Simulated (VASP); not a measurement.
Here is a VASP 6.6.1 calculation.

File INCAR:

```
SYSTEM = AlP
  PREC = Accurate
  ENCUT = 500
  EDIFF = 1E-6
  ISMEAR = 0
  SIGMA = 0.02
  LREAL = .FALSE.
  LASPH = .TRUE.
  NELM = 120
  ALGO = Normal
  ISIF = 2
  LWAVE = .FALSE.
  LCHARG = .FALSE.
  GGA = PS
  NBANDS = 11
  GGA_COMPAT = .FALSE.
```

Contents of KPOINTS:

```
Automatic mesh
0
G
  8 8 8
  0 0 0
```

The input POSCAR:

```
AlP
1.0
    0.0000000000      2.7346660920      2.7346660920
    2.7346660920      0.0000000000      2.7346660920
    2.7346660920      2.7346660920      0.0000000000
Al P
1 1
Direct
    0.0000000000      0.0000000000      0.0000000000
    0.2500000000      0.2500000000      0.2500000000
```

Potentials or basis: VASP PAW PBE potentials, release 64 (Al, P).

Command:

```bash
$ cat potpaw_PBE.64/Al/POTCAR potpaw_PBE.64/P/POTCAR > POTCAR
$ mpirun -np 1 vasp_std > vasp.out
```

**Question.** What does it give for the band gap on the k mesh?

**Answer.** 1.45 eV, indirect (least direct gap 3.16 eV).

**Question.** Estimate the pressure.

**Answer.** 0.1 GPa.

Caveat: the PAW data sets were made with another functional, which shifts forces and pressure a little. A k mesh can miss the band edges.
